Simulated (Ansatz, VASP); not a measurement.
**Two plane-wave programs on AlSn**

```xyz
2
Lattice="4.1981 0.0000 0.0000 -2.0991 3.6357 0.0000 0.0000 0.0000 3.3068" Properties=species:S:1:pos:R:3 pbc="T T T"
Sn    0.0000    2.4238    1.6534
Al    0.0000    0.0000    0.0000
```

Alike in both runs: task single point; functional B3LYP; k mesh 4 × 4 × 4; occupations fermi-dirac, width 0.05 eV; no spin polarisation.

|  | VASP | Ansatz |
| --- | --- | --- |
| version | VASP 6.6.1 | Ansatz 0.2.0 |
| potentials or method | VASP PAW PBE potentials, release 64 (Sn_d, Al) | Ansatz PAW |
| plane-wave cutoff (eV) | 520 | 420 |
| valence electrons in the cell | 17 | 17 |

```csv
,VASP,Ansatz,Ansatz less VASP
gap on the k mesh at the Fermi level (eV),none,none,-
pressure (GPa),3.4,3.4,+0.02
"traceless stress, the component that is largest in VASP (GPa)",8.25,8.13,-0.117
```

VASP's potentials were made for PBE, not for B3LYP. A gap of «none» marks a metal or a gap that the smearing closes.

The k mesh is coarse, so the values compare programs but aren't converged.
